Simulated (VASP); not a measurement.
# HfN in VASP: a series of runs

HfN is run at these levels: PBEsol; tasks: single point.

All numbers are computed with VASP 6.6.1; they aren't measurements. Logs are shortened: lines on timing, memory, paths and dates and some standing lists are left out, and cuts for length are marked.

## 1. The cell of the first run

The structure is cubic, space group Fm-3m (No. 225). The conventional cell has a = 4.631 Å, b = 4.631 Å, c = 4.631 Å, α = 90.00°, β = 90.00°, γ = 90.00°. Within 3.1 Å of Hf (site symmetry m-3m) lie 6 N at 2.32 Å. Within 3.1 Å of N (site symmetry m-3m) lie 6 Hf at 2.32 Å.

## 2. Single point, PBEsol (strain +0.025 along x and y, +0.025 along z)

The input, INCAR:

```
SYSTEM = HfN
ALGO = Normal
EDIFF = 1E-6
ENCUT = 520
GGA = PS
ISIF = 2
ISMEAR = 0
LASPH = .True.
LCHARG = .False.
LREAL = .False.
LWAVE = .False.
NBANDS = 14
NELM = 100
PREC = Accurate
SIGMA = 0.15
```

The input, KPOINTS:

```
k-points
0
Gamma
  18 18 18
  0 0 0
```

The input, POSCAR:

```
HfN
1.0
    0.0000000000      2.3154750000      2.3154750000
    2.3154750000      0.0000000000      2.3154750000
    2.3154750000      2.3154750000      0.0000000000
Hf N
1 1
Direct
    0.0000000000      0.0000000000      0.0000000000
    0.5000000000      0.5000000000      0.5000000000
```

Potentials or basis: VASP PAW PBE potentials, release 64 (Hf_pv, N).

Started as:

```sh
$ cat potpaw_PBE.64/Hf_pv/POTCAR potpaw_PBE.64/N/POTCAR > POTCAR
$ mpirun -np 1 vasp_std > vasp.out
```

OUTCAR:

```text
SYSTEM = HfN
   EDIFF = 1E-6
   ENCUT = 520
   GGA = PS
   ISIF = 2
   ISMEAR = 0
   LASPH = .True.
   LREAL = .False.
   NELM = 100
   PREC = Accurate

 ion  position               nearest neighbor table
   1  0.000  0.000  0.000-   2 2.32   2 2.32   2 2.32   2 2.32   2 2.32   2 2.32
   2  0.500  0.500  0.500-   1 2.32   1 2.32   1 2.32   1 2.32   1 2.32   1 2.32

  LATTYP: Found a face centered cubic cell.
 ALAT       =     4.6309500000

  Lattice vectors:

 A1 = (   0.0000000000,   2.3154750000,   2.3154750000)
 A2 = (   2.3154750000,   0.0000000000,   2.3154750000)
 A3 = (   2.3154750000,   2.3154750000,   0.0000000000)

Analysis of symmetry for initial positions (statically):
=====================================================================
 Subroutine PRICEL returns:
 Original cell was already a primitive cell.

 Routine SETGRP: Setting up the symmetry group for a
 face centered cubic supercell.

 Subroutine GETGRP returns: Found 48 space group operations
 (whereof 48 operations were pure point group operations)
 out of a pool of 48 trial point group operations.

The static configuration has the point symmetry O_h .

Analysis of symmetry for dynamics (positions and initial velocities):
=====================================================================
 Subroutine PRICEL returns:
 Original cell was already a primitive cell.

 Routine SETGRP: Setting up the symmetry group for a
 face centered cubic supercell.

 Subroutine GETGRP returns: Found 48 space group operations
 (whereof 48 operations were pure point group operations)
 out of a pool of 48 trial point group operations.

The dynamic configuration has the point symmetry O_h .

 Subroutine INISYM returns: Found 48 space group operations
 (whereof 48 operations are pure point group operations),
 and found     1 'primitive' translations

----------------------------------------------------------------------------------------

                                     Primitive cell

  volume of cell :      24.8285

  direct lattice vectors                    reciprocal lattice vectors
     0.000000000  2.315475000  2.315475000    -0.215938414  0.215938414  0.215938414
     2.315475000  0.000000000  2.315475000     0.215938414 -0.215938414  0.215938414
     2.315475000  2.315475000  0.000000000     0.215938414  0.215938414 -0.215938414

  length of vectors
     3.274576148  3.274576148  3.274576148     0.374016305  0.374016305  0.374016305

  position of ions in fractional coordinates (direct lattice)
     0.000000000  0.000000000  0.000000000
     0.500000000  0.500000000  0.500000000

  ion indices of the primitive-cell ions
   primitive index   ion index
                 1           1
                 2           2

----------------------------------------------------------------------------------------

 KPOINTS: k-points

Automatic generation of k-mesh.
 Grid dimensions read from file:
 generate k-points for:   18   18   18

 Generating k-lattice:

  Cartesian coordinates                     Fractional coordinates (reciprocal lattice)
    -0.011996579  0.011996579  0.011996579     0.055555556  0.000000000  0.000000000
     0.011996579 -0.011996579  0.011996579     0.000000000  0.055555556  0.000000000
     0.011996579  0.011996579 -0.011996579     0.000000000  0.000000000  0.055555556

  Length of vectors
     0.020778684  0.020778684  0.020778684

  Shift w.r.t. Gamma in fractional coordinates (k-lattice)
     0.000000000  0.000000000  0.000000000

 Subroutine IBZKPT returns following result:
 ===========================================

 Found    195 irreducible k-points:

 Following reciprocal coordinates:
            Coordinates               Weight
  0.000000  0.000000  0.000000      1.000000
  0.055556  0.000000  0.000000      8.000000
  0.111111  0.000000  0.000000      8.000000
  0.166667  0.000000  0.000000      8.000000
  0.222222  0.000000  0.000000      8.000000
  0.277778  0.000000  0.000000      8.000000
[... 16 lines left out ...]
 -0.277778  0.055556  0.000000     24.000000
 -0.222222  0.055556  0.000000     24.000000
 [... further k-points ...]
   k-points           NKPTS =    195   k-points in BZ     NKDIM =    195   number of bands    NBANDS=     14
   number of dos      NEDOS =    301   number of ions     NIONS =      2
   total plane-waves  NPLWV =  13824
   dimension x,y,z NGX =    24 NGY =   24 NGZ =   24
   dimension x,y,z NGXF=    48 NGYF=   48 NGZF=   48
   ions per type =               1   1
   NGX,Y,Z   is equivalent  to a cutoff of  12.18, 12.18, 12.18 a.u.
   NGXF,Y,Z  is equivalent  to a cutoff of  24.37, 24.37, 24.37 a.u.
 SYSTEM =  HfN
   PREC   = accura    normal or accurate (medium, high low for compatibility)
   ISTART =      0    job   : 0-new  1-cont  2-samecut
   ICHARG =      2    charge: 1-file 2-atom 10-const
   ISPIN  =      1    spin polarized calculation?
   LNONCOLLINEAR =      F non collinear calculations
   LSORBIT =      F    spin-orbit coupling
   LASPH  =      T    aspherical Exc in radial PAW
   ENCUT  =  520.0 eV  38.22 Ry    6.18 a.u.   6.09  6.09  6.09*2*pi/ulx,y,z
   NELM   =    100;   NELMIN=  2; NELMDL= -5     # of ELM steps
   EDIFF  = 0.1E-05   stopping-criterion for ELM
   LREAL  =      F    real-space projection
   EDIFFG = 0.1E-04   stopping-criterion for IOM
   NSW    =      0    number of steps for IOM
   IBRION =     -1    ionic relax: 0-MD 1-quasi-New 2-CG
   NFREE  =      0    steps in history (QN), initial steepest desc. (CG)
   ISIF   =      2    stress and relaxation
   ISYM   =      2    0-nonsym 1-usesym 2-fastsym
   POTIM  = 0.5000    time-step for ionic-motion
   TEBEG  =    0.0;   TEEND  =   0.0 temperature during run
   PSTRESS=    0.0 pullay stress
   NELECT =      15.0000    total number of electrons
   NUPDOWN=      -1.0000    fix difference up-down
   EMIN   =  10.00;   EMAX   =-10.00  energy-range for DOS
   EFERMI =   0.00;   METHOD = LEGACY
   ISMEAR =     0;   SIGMA  =   0.15  broadening in eV -4-tet -1-fermi 0-gaus
   EFERMI_NEDOS =   21; number of points for ismear=-14 and -15
   IALGO  =     38    algorithm
   IMIX   =      4    mixing-type and parameters
     AMIX     =   0.40;   BMIX     =  1.00
     AMIX_MAG =   1.60;   BMIX_MAG =  1.00
  volume/ion in A,a.u.               =      12.41        83.78
  Fermi-wavevector in a.u.,A,eV,Ry     =   1.383955  2.615295 26.059649  1.915330
  Thomas-Fermi vector in A             =   2.508504
   LORBIT       =      0    0 simple, 1 ext, 2 COOP (PROOUT), +10 PAW based schemes
   GGA     = PS    functional components
   LHFCALC =     F    Hartree Fock is set to
   AEXX    =    0.0000 exact exchange contribution
   IVDW    =     0    specifies the selected vdW correction
   LEPSILON=     F    determine dielectric tensor
   LRPA    =     F    only Hartree local field effects (RPA)
 non-spin polarized calculation
 Gauss-broadening in eV      SIGMA  =   0.15
  energy-cutoff  :      520.00
  volume of cell :       24.83
 maximum number of plane-waves:       692
   NGX = 13   NGY = 13   NGZ = 13

 number of electron      14.9999999 magnetization

 Free energy of the ion-electron system (eV)
  ---------------------------------------------------
  ext. energy  EPLUGINS =         0.00000000
  ---------------------------------------------------
  free energy    TOTEN  =       -22.83299452 eV

  energy without entropy =      -22.82500925  energy(sigma->0) =      -22.82900189

 E-fermi :   7.5345     XC(G=0): -12.5107

 val. band max:        7.5199052034   @ k =  -0.1667   0.1667   0.0556
 cond. band min:       7.5597335227   @ k =  -0.1111   0.0556   0.0000
 fundamental gap:      0.0398283193
 Fermi energy:         7.5344734309

 k-point     1 :       0.0000    0.0000    0.0000
  band No.  band energies     occupation
      1     -23.7971      2.00000
      2     -23.7971      2.00000
      3     -23.7971      2.00000
      4      -9.4455      2.00000
      5       4.6589      2.00000
      6       4.6589      2.00000
      7       4.6589      2.00000
      8       7.2190      1.99707
      9       7.2190      1.99707
     10       7.2190      1.99707
     11       8.6847      0.00000
     12       9.3193      0.00000
     13       9.3193      0.00000
     14      16.9146      0.00000

 k-point     2 :       0.0556    0.0000    0.0000
  band No.  band energies     occupation
      1     -23.8210      2.00000
      2     -23.7993      2.00000
      3     -23.7993      2.00000
      4      -9.3838      2.00000
      5       4.3325      2.00000
      6       4.4860      2.00000
      7       4.4860      2.00000
      8       7.3012      1.97211
      9       7.3180      1.95875
     10       7.3180      1.95875
     11       8.9301      0.00000
     12       9.5406      0.00000
     13       9.5406      0.00000
     14      17.1374      0.00000

 k-point     3 :       0.1111    0.0000    0.0000
  band No.  band energies     occupation
      1     -23.8890      2.00000
      2     -23.8054      2.00000
      3     -23.8054      2.00000
      4      -9.2041      2.00000
      5       3.5835      2.00000
      6       4.0661      2.00000
      7       4.0661      2.00000
      8       7.4394      1.63011
      9       7.5824      0.65115
     10       7.5824      0.65115
     11       9.5624      0.00000
     12      10.1321      0.00000
     13      10.1321      0.00000
     14      17.7654      0.00000
[... 324 lines left out ...]
 k-point    23 :      -0.2778    0.0556    0.0000
  band No.  band energies     occupation
      1     -24.2785      2.00000
      2     -23.8675      2.00000
      3     -23.8338      2.00000
      4      -8.0176      2.00000
      5       0.6579      2.00000
      6       2.3480      2.00000
      7       2.6157      2.00000
      8       8.2695      0.00000
      9       9.0013      0.00000
     10       9.8115      0.00000
     11      11.7761      0.00000
     12      13.0105      0.00000
     13      13.6992      0.00000
     14      19.3962      0.00000

 k-point    24 :      -0.2222    0.0556    0.0000
  band No.  band energies     occupation
      1     -24.1575      2.00000
      2     -23.8549      2.00000
      3     -23.8211      2.00000
      4      -8.4088      2.00000
      5       1.4251      2.00000
      6       2.7344      2.00000
      7       3.0568      2.00000
      8       7.8917      0.00076
      9       8.4160      0.00000
     10       9.1900      0.00000
     11      11.0005      0.00000
     12      12.2212      0.00000
     13      12.7549      0.00000
     14      19.4546      0.00000

 [... further k-points ...]
[... 5 lines left out ...]
  --------------------------------------------------------------------------------------
  -------------------------------------------------------------------------------------
  Total       -3.4241235     -3.4241235     -3.4241235     -0.0000000      0.0000000      0.0000000
  in kB     -220.9579921   -220.9579921   -220.9579921     -0.0000000      0.0000000      0.0000000
  external PRESSURE =    -220.9579921 kB  Pullay stress =       0.0000000 kB

 VOLUME and BASIS-vectors are now :
 -----------------------------------------------------------------------------
  energy-cutoff  :      520.00
  volume of cell :       24.83
      direct lattice vectors                 reciprocal lattice vectors
     0.000000000  2.315475000  2.315475000    -0.215938414  0.215938414  0.215938414
     2.315475000  0.000000000  2.315475000     0.215938414 -0.215938414  0.215938414
     2.315475000  2.315475000  0.000000000     0.215938414  0.215938414 -0.215938414

 POSITION                                       TOTAL-FORCE (eV/Angst)
 -----------------------------------------------------------------------------------
      0.00000      0.00000      0.00000        -0.000000     -0.000000      0.000000
      2.31548      2.31548      2.31548         0.000000      0.000000     -0.000000
 -----------------------------------------------------------------------------------
    total drift:                                0.000000     -0.000000     -0.000000

  FREE ENERGIE OF THE ION-ELECTRON SYSTEM (eV)
  ---------------------------------------------------
  free  energy   TOTEN  =       -22.8329945181 eV

  energy  without entropy=      -22.8250092529  energy(sigma->0) =      -22.82900189
```

Wall time 66 s (1 thread of Intel Xeon 8259CL, shared host); peak memory 0.2 GiB.

Results:

| Item | Value |
| --- | --- |
| Free energy | -22.8330 eV |
| Pressure | -22.1 GPa |
| Band gap on the k mesh | zero (an odd number of electrons rules out a gap without spin polarisation) |

Caveat: the cell differs from its parent crystal (strain +0.025 along x and y, +0.025 along z); the cell stands under tension; the PAW data sets were made with another functional, which shifts forces and pressure a little; spin-orbit coupling is left out, which moves the levels of the heavy elements.

## 3. Single point, PBEsol (strain +0.050 along x and y, +0.050 along z)

The input, INCAR:

```
SYSTEM = HfN
PREC = Accurate
ENCUT = 520
EDIFF = 1E-6
ISMEAR = 0
SIGMA = 0.15
LREAL = .FALSE.
LASPH = .TRUE.
NELM = 80
ALGO = Normal
ISIF = 2
LWAVE = .FALSE.
LCHARG = .FALSE.
GGA = PS
NBANDS = 14
```

The input, KPOINTS:

```
regular mesh
0
G
  18 18 18
  0 0 0
```

The input, POSCAR:

```
HfN
1.0
    0.0000000000      2.3719500000      2.3719500000
    2.3719500000      0.0000000000      2.3719500000
    2.3719500000      2.3719500000      0.0000000000
Hf N
1 1
Direct
    0.0000000000      0.0000000000      0.0000000000
    0.5000000000      0.5000000000      0.5000000000
```

Potentials or basis: VASP PAW PBE potentials, release 64 (Hf_pv, N).

Started as:

```sh
$ cat potpaw_PBE.64/Hf_pv/POTCAR potpaw_PBE.64/N/POTCAR > POTCAR
$ mpirun -np 1 vasp_std > vasp.out
```

It took 2.2 min on 1 thread of Intel Xeon 8259CL, shared host; peak memory 0.22 GiB.

It converged, with:

| Quantity | Value |
| --- | --- |
| Free energy | -22.5055 eV |
| Pressure | -33.6 GPa |
| Band gap on the k mesh | zero (an odd number of electrons rules out a gap without spin polarisation) |

Levels at points of the mesh, in eV from the Fermi level:
```tsv
k point	band 6	band 7	band 8	band 9	band 10	band 11
(0.00, 0.00, 0.00)	-2.77	-2.77	-0.28	-0.28	-0.28	0.56
(0.50, 0.00, 0.00)	-5.44	-5.44	2.69	3.04	3.04	3.71
(0.50, 0.50, 0.00)	-3.50	-3.50	-3.20	3.37	4.06	4.51
```

Caveat: the cell differs from its parent crystal (strain +0.050 along x and y, +0.050 along z); the cell stands under tension; the PAW data sets were made with another functional, which shifts forces and pressure a little; spin-orbit coupling is left out, which moves the levels of the heavy elements.

(Part 1 of 2 ends here.)

The gap in the log of VASP goes by the Fermi energy; the results here count the filled bands.